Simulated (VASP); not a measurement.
# Al (Cmme) in VASP: notebook

Al is run at these levels: PBEsol; tasks: single point.

Everything below comes from runs of VASP 6.6.1. Logs are shortened: lines on timing, memory, paths and dates and some standing lists are left out, and cuts for length are marked.

## 1. The cell of the first run

The structure is orthorhombic, space group Cmme (No. 67). The conventional cell has a = 3.213 Å, b = 4.544 Å, c = 11.087 Å, α = 90.00°, β = 90.00°, γ = 90.00°. Al (site symmetry mm2) has 10 Al at 2.78 to 3.21 Å within 3.7 Å. Al (site symmetry mm2) has 14 Al at 2.78 to 3.21 Å within 3.7 Å.

## 2. Single point, PBEsol

Input file INCAR:

```
SYSTEM = Al
PREC = Accurate
ENCUT = 520
EDIFF = 1E-6
ISMEAR = 0
SIGMA = 0.15
LREAL = .False.
LASPH = .True.
NELM = 100
ALGO = Fast
ISIF = 2
LWAVE = .False.
LCHARG = .False.
GGA = PS
NBANDS = 14
```

Input file KPOINTS:

```
Automatic mesh
0
Gamma
  22 22 7
  0 0 0
```

Input file POSCAR:

```
Al
1.0
   -1.6064390039      1.6064390039     -1.6064390039
   -1.6064390039     -1.6064390039      1.6064390039
    0.0000000000      7.8399695779      7.8399695779
Al
4
Direct
    0.0000000000      0.0000000000      0.7171630524
    0.5000000000      0.5000000000      0.1024518646
    0.0000000000      0.0000000000      0.3073555939
    0.5000000000      0.5000000000      0.5122593232
```

Potentials or basis: VASP PAW PBE potentials, release 64 (Al).

The run is started by

```sh
$ cat potpaw_PBE.64/Al/POTCAR > POTCAR
$ mpirun -np 1 vasp_std > vasp.out
```

OUTCAR:

```text
SYSTEM = Al
   PREC = Accurate
   ENCUT = 520
   EDIFF = 1E-6
   ISMEAR = 0
   LREAL = .False.
   LASPH = .True.
   NELM = 100
   ISIF = 2
   GGA = PS

 ion  position               nearest neighbor table
   1  0.000  0.000  0.717-   4 2.78   4 2.78   4 3.21   4 3.21
   2  0.500  0.500  0.102-   3 2.78   3 2.78   3 3.21   3 3.21
   3  0.000  0.000  0.307-   2 2.78   4 2.78   2 2.78   4 2.78   2 3.21   4 3.21   2 3.21   4 3.21

   4  0.500  0.500  0.512-   1 2.78   1 2.78   3 2.78   3 2.78   1 3.21   1 3.21   3 3.21   3 3.21

  LATTYP: Found a base centered orthorhombic cell.
 ALAT       =     3.2128780078
 B/A-ratio  =     1.4142135624
 C/A-ratio  =     3.4509219705

  Lattice vectors:

 A1 = (  -1.6064390039,   1.6064390039,  -1.6064390039)
 A2 = (  -1.6064390039,  -1.6064390039,   1.6064390039)
 A3 = (   0.0000000000,   7.8399695779,   7.8399695779)

Analysis of symmetry for initial positions (statically):
=====================================================================
 Subroutine PRICEL returns:
 Original cell was already a primitive cell.

 Routine SETGRP: Setting up the symmetry group for a
 base centered orthorhombic supercell.

 Subroutine GETGRP returns: Found  8 space group operations
 (whereof  4 operations were pure point group operations)
 out of a pool of  8 trial point group operations.

The static configuration has the point symmetry C_2v.
 The point group associated with its full space group is D_2h.

Analysis of symmetry for dynamics (positions and initial velocities):
=====================================================================
 Subroutine PRICEL returns:
 Original cell was already a primitive cell.

 Routine SETGRP: Setting up the symmetry group for a
 base centered orthorhombic supercell.

 Subroutine GETGRP returns: Found  8 space group operations
 (whereof  4 operations were pure point group operations)
 out of a pool of  8 trial point group operations.

The dynamic configuration has the point symmetry C_2v.
 The point group associated with its full space group is D_2h.

 Subroutine INISYM returns: Found  8 space group operations
 (whereof  4 operations are pure point group operations),
 and found     1 'primitive' translations

----------------------------------------------------------------------------------------

                                     Primitive cell

  volume of cell :      80.9288

  direct lattice vectors                    reciprocal lattice vectors
    -1.606439004  1.606439004 -1.606439004    -0.311247423  0.155623711 -0.155623711
    -1.606439004 -1.606439004  1.606439004    -0.311247423 -0.155623711  0.155623711
     0.000000000  7.839969578  7.839969578     0.000000000  0.063775758  0.063775758

  length of vectors
     2.782433974  2.782433974 11.087391306     0.381198685  0.381198685  0.090192541

  position of ions in fractional coordinates (direct lattice)
     0.000000000  0.000000000  0.717163052
     0.500000000  0.500000000  0.102451865
     0.000000000  0.000000000  0.307355594
     0.500000000  0.500000000  0.512259323

  ion indices of the primitive-cell ions
   primitive index   ion index
                 1           1
                 2           2
                 3           3
                 4           4

----------------------------------------------------------------------------------------

 KPOINTS: Automatic mesh

Automatic generation of k-mesh.
 Grid dimensions read from file:
 generate k-points for:   22   22    7

 Generating k-lattice:

  Cartesian coordinates                     Fractional coordinates (reciprocal lattice)
    -0.014147610  0.007073805 -0.007073805     0.045454545  0.000000000  0.000000000
    -0.014147610 -0.007073805  0.007073805     0.000000000  0.045454545  0.000000000
     0.000000000  0.009110823  0.009110823     0.000000000  0.000000000  0.142857143

  Length of vectors
     0.017327213  0.017327213  0.012884649

  Shift w.r.t. Gamma in fractional coordinates (k-lattice)
     0.000000000  0.000000000  0.000000000

 Subroutine IBZKPT returns following result:
 ===========================================

 Found    532 irreducible k-points:

 Following reciprocal coordinates:
            Coordinates               Weight
  0.000000  0.000000  0.000000      1.000000
  0.045455  0.000000  0.000000      4.000000
  0.090909  0.000000  0.000000      4.000000
  0.136364  0.000000  0.000000      4.000000
  0.181818  0.000000  0.000000      4.000000
  0.227273  0.000000  0.000000      4.000000
[... 16 lines left out ...]
  0.500000  0.045455  0.000000      4.000000
 -0.454545  0.045455  0.000000      4.000000
 [... further k-points ...]
   k-points           NKPTS =    532   k-points in BZ     NKDIM =    532   number of bands    NBANDS=     14
   number of dos      NEDOS =    301   number of ions     NIONS =      4
   total plane-waves  NPLWV =  48384
   dimension x,y,z NGX =    24 NGY =   24 NGZ =   84
   dimension x,y,z NGXF=    48 NGYF=   48 NGZF=  168
   ions per type =               4
   NGX,Y,Z   is equivalent  to a cutoff of  14.34, 14.34, 12.60 a.u.
   NGXF,Y,Z  is equivalent  to a cutoff of  28.68, 28.68, 25.19 a.u.
 SYSTEM =  Al
   PREC   = accura    normal or accurate (medium, high low for compatibility)
   ISTART =      0    job   : 0-new  1-cont  2-samecut
   ICHARG =      2    charge: 1-file 2-atom 10-const
   ISPIN  =      1    spin polarized calculation?
   LNONCOLLINEAR =      F non collinear calculations
   LSORBIT =      F    spin-orbit coupling
   LASPH  =      T    aspherical Exc in radial PAW
   ENCUT  =  520.0 eV  38.22 Ry    6.18 a.u.   5.17  5.17 20.62*2*pi/ulx,y,z
   NELM   =    100;   NELMIN=  2; NELMDL= -5     # of ELM steps
   EDIFF  = 0.1E-05   stopping-criterion for ELM
   LREAL  =      F    real-space projection
   EDIFFG = 0.1E-04   stopping-criterion for IOM
   NSW    =      0    number of steps for IOM
   IBRION =     -1    ionic relax: 0-MD 1-quasi-New 2-CG
   NFREE  =      0    steps in history (QN), initial steepest desc. (CG)
   ISIF   =      2    stress and relaxation
   ISYM   =      2    0-nonsym 1-usesym 2-fastsym
   POTIM  = 0.5000    time-step for ionic-motion
   TEBEG  =    0.0;   TEEND  =   0.0 temperature during run
   PSTRESS=    0.0 pullay stress
   NELECT =      12.0000    total number of electrons
   NUPDOWN=      -1.0000    fix difference up-down
   EMIN   =  10.00;   EMAX   =-10.00  energy-range for DOS
   EFERMI =   0.00;   METHOD = LEGACY
   ISMEAR =     0;   SIGMA  =   0.15  broadening in eV -4-tet -1-fermi 0-gaus
   EFERMI_NEDOS =   21; number of points for ismear=-14 and -15
   IALGO  =     68    algorithm
   IMIX   =      4    mixing-type and parameters
     AMIX     =   0.40;   BMIX     =  1.00
     AMIX_MAG =   1.60;   BMIX_MAG =  1.00
  volume/ion in A,a.u.               =      20.23       136.53
  Fermi-wavevector in a.u.,A,eV,Ry     =   0.866498  1.637444 10.215513  0.750819
  Thomas-Fermi vector in A             =   1.984896
   LORBIT       =      0    0 simple, 1 ext, 2 COOP (PROOUT), +10 PAW based schemes
   GGA     = PS    functional components
   LHFCALC =     F    Hartree Fock is set to
   AEXX    =    0.0000 exact exchange contribution
   IVDW    =     0    specifies the selected vdW correction
   LEPSILON=     F    determine dielectric tensor
   LRPA    =     F    only Hartree local field effects (RPA)
 non-spin polarized calculation
 RMM-DIIS sequential band-by-band and
 Gauss-broadening in eV      SIGMA  =   0.15
  energy-cutoff  :      520.00
  volume of cell :       80.93
 maximum number of plane-waves:      2202
 NGX is ok and might be reduce to    24
   NGX = 11   NGY = 11   NGZ = 41

 number of electron      12.0000000 magnetization

 Free energy of the ion-electron system (eV)
  ---------------------------------------------------
  ext. energy  EPLUGINS =         0.00000000
  ---------------------------------------------------
  free energy    TOTEN  =       -15.28298255 eV

  energy without entropy =      -15.26263500  energy(sigma->0) =      -15.27280877

 E-fermi :   5.7937     XC(G=0):  -9.3036

 val. band max:        5.7920692560   @ k =  -0.3636   0.3636   0.0000
 cond. band min:       5.7964471721   @ k =   0.2273   0.2273   0.2857
 fundamental gap:      0.0043779161
 Fermi energy:         5.7936730196

 k-point     1 :       0.0000    0.0000    0.0000
  band No.  band energies     occupation
      1      -4.9318      2.00000
      2      -3.7995      2.00000
      3      -2.1716      2.00000
      4       0.5036      2.00000
      5       2.2422      2.00000
      6       6.6731      0.00000
      7       7.8993      0.00000
      8      14.2140      0.00000
      9      14.3717      0.00000
     10      14.6017      0.00000
     11      14.8983      0.00000
     12      15.1415      0.00000
     13      15.3671      0.00000
     14      16.0346      0.00000

 k-point     2 :       0.0455    0.0000    0.0000
  band No.  band energies     occupation
      1      -4.8874      2.00000
      2      -3.7554      2.00000
      3      -2.1277      2.00000
      4       0.5472      2.00000
      5       2.2842      2.00000
      6       6.7133      0.00000
      7       7.9403      0.00000
      8      13.2606      0.00000
      9      14.2419      0.00000
     10      14.3991      0.00000
     11      14.6123      0.00000
     12      14.9302      0.00000
     13      15.3582      0.00000
     14      15.7119      0.00000
[... 343 lines left out ...]
      1       0.0650      2.00000
      2       0.6841      2.00000
      3       1.1738      2.00000
      4       1.7772      2.00000
      5       2.7988      2.00000
      6       3.4059      2.00000
      7       5.4141      1.99965
      8       6.0047      0.04667
      9       7.0860      0.00000
     10       7.6740      0.00000
     11      11.2610      0.00000
     12      11.7375      0.00000
     13      12.2768      0.00000
     14      12.8265      0.00000

 k-point    24 :      -0.4545    0.0455    0.0000
  band No.  band energies     occupation
      1      -0.8068      2.00000
      2       0.2961      2.00000
      3       1.6965      2.00000
      4       1.8793      2.00000
      5       2.8334      2.00000
      6       4.3805      2.00000
      7       4.5973      2.00000
      8       6.1537      0.00069
      9       7.0635      0.00000
     10       8.6296      0.00000
     11      10.5415      0.00000
     12      11.7073      0.00000
     13      12.4813      0.00000
     14      13.1348      0.00000

 [... further k-points ...]

------------------------ aborting loop because EDIFF is reached ----------------------------------------

  FORCE on cell =-STRESS in cart. coord.  units (eV):
  Direction    XX          YY          ZZ          XY          YZ          ZX
  --------------------------------------------------------------------------------------
  -------------------------------------------------------------------------------------
  Total       -1.3328482     -0.7699489     -0.7699489      0.0000000      0.0764431      0.0000000
  in kB      -26.3869023    -15.2429718    -15.2429718      0.0000000      1.5133726      0.0000000
  external PRESSURE =     -18.9576153 kB  Pullay stress =       0.0000000 kB

 VOLUME and BASIS-vectors are now :
 -----------------------------------------------------------------------------
  energy-cutoff  :      520.00
  volume of cell :       80.93
      direct lattice vectors                 reciprocal lattice vectors
    -1.606439004  1.606439004 -1.606439004    -0.311247423  0.155623711 -0.155623711
    -1.606439004 -1.606439004  1.606439004    -0.311247423 -0.155623711  0.155623711
     0.000000000  7.839969578  7.839969578     0.000000000  0.063775758  0.063775758

 POSITION                                       TOTAL-FORCE (eV/Angst)
 -----------------------------------------------------------------------------------
      0.00000      5.62254      5.62254         0.000000      0.148305      0.148305
     -1.60644      0.80322      0.80322        -0.000000     -0.148305     -0.148305
      0.00000      2.40966      2.40966        -0.000000      0.074328      0.074328
     -1.60644      4.01610      4.01610         0.000000     -0.074328     -0.074328
 -----------------------------------------------------------------------------------
    total drift:                               -0.000000      0.000001      0.000001

  FREE ENERGIE OF THE ION-ELECTRON SYSTEM (eV)
  ---------------------------------------------------
  free  energy   TOTEN  =       -15.2829825478 eV

  energy  without entropy=      -15.2626349988  energy(sigma->0) =      -15.27280877
```

It took 5.2 min on 1 thread of Intel Xeon 6975P-C (Granite Rapids), shared host; peak memory 0.54 GiB.

Results:

| Property | Result |
| --- | --- |
| Free energy | -15.2830 eV |
| Pressure | -1.9 GPa |
| Largest force | 0.210 eV/Å |
| Band gap on the k mesh | zero (band 6 reaches 8.49 eV, above the bottom of band 7 at 4.40 eV) |

Forces in eV/Å, atoms in the order of the input:
```
Al   0.000  0.148  0.148
Al   0.000 -0.148 -0.148
Al   0.000  0.074  0.074
Al   0.000 -0.074 -0.074
```

Levels at points of the mesh, in eV from the Fermi level:
```csv
k point,band 3,band 4,band 5,band 6,band 7,band 8,band 9,band 10
"(0.00, 0.00, 0.00)",-7.97,-5.29,-3.55,0.88,2.11,8.42,8.58,8.81
"(0.50, 0.00, 0.00)",-4.36,-4.36,-2.74,-2.74,-0.12,-0.12,1.54,1.54
"(0.50, 0.50, 0.00)",-2.93,-2.35,-1.44,-0.70,0.76,2.19,2.25,2.87
```

Caveat: the PAW data sets were made with another functional, which shifts forces and pressure a little.

## 3. Single point, PBEsol

This run uses another cell than the first one, of 22.06 Å³/atom, 1.090 times its volume.

Input file INCAR:

```
  PREC = Accurate
  ENCUT = 520
  EDIFF = 1E-6
  ISMEAR = 0
  SIGMA = 0.15
  LREAL = F
  LASPH = T
  NELM = 60
  ALGO = Fast
  ISIF = 2
  LWAVE = F
  LCHARG = F
  GGA = PS
  NBANDS = 14
```

Input file KPOINTS:

```
regular mesh
0
Gamma
  22 22 7
```

Input file POSCAR:

```
Al
1.0
   -1.6064390039      1.6064390039     -1.6064390039
   -1.6064390039     -1.6064390039      1.6064390039
    0.0000000000      8.5470763591      8.5470763591
Al
4
Direct
    0.0000000000      0.0000000000      0.6578315528
    0.5000000000      0.5000000000      0.0939759361
    0.0000000000      0.0000000000      0.2819278084
    0.5000000000      0.5000000000      0.4698796806
```

Potentials or basis: VASP PAW PBE potentials, release 64 (Al).

The run is started by

```sh
$ cat potpaw_PBE.64/Al/POTCAR > POTCAR
$ mpirun -np 1 vasp_std > vasp.out
```

Wall time 4.4 min (1 thread of Intel Xeon 6975P-C (Granite Rapids), shared host); peak memory 0.58 GiB.

Results (log left out):

```
Free energy            : -15.1862 eV
Pressure               : -1.5 GPa
Largest force          : 0.115 eV/Å
Band gap on the k mesh : zero (band 6 reaches 7.41 eV, above the bottom of band 7 at 3.71 eV)
```

Forces in eV/Å, atoms in the order of the input:
```
Al   0.000  0.042  0.042
Al   0.000 -0.042 -0.042
Al   0.000  0.082  0.082
Al   0.000 -0.082 -0.082
```

Stress tensor (GPa, compression positive):
```
-2.29  0.00  0.00
 0.00 -1.05  0.34
 0.00  0.34 -1.05
```

Levels at points of the mesh, in eV from the Fermi level:
| k point | band 2 | band 3 | band 4 | band 5 | band 6 | band 7 | band 8 | band 9 | band 10 | band 11 |
| --- | --- | --- | --- | --- | --- | --- | --- | --- | --- | --- |
| (0.00, 0.00, 0.00) | -9.63 | -7.91 | -5.47 | -3.27 | 0.31 | 1.93 | 7.34 | 7.34 | 8.41 | 8.57 |
| (0.50, 0.00, 0.00) | -5.46 | -4.39 | -4.39 | -2.68 | -2.68 | -0.29 | -0.29 | 1.79 | 1.79 | 5.28 |
| (0.50, 0.50, 0.00) | -3.49 | -2.96 | -2.38 | -1.40 | -0.64 | 0.65 | 2.02 | 2.18 | 3.16 | 3.18 |

Caveat: the PAW data sets were made with another functional, which shifts forces and pressure a little.

(Continued in part 2 of 2.)
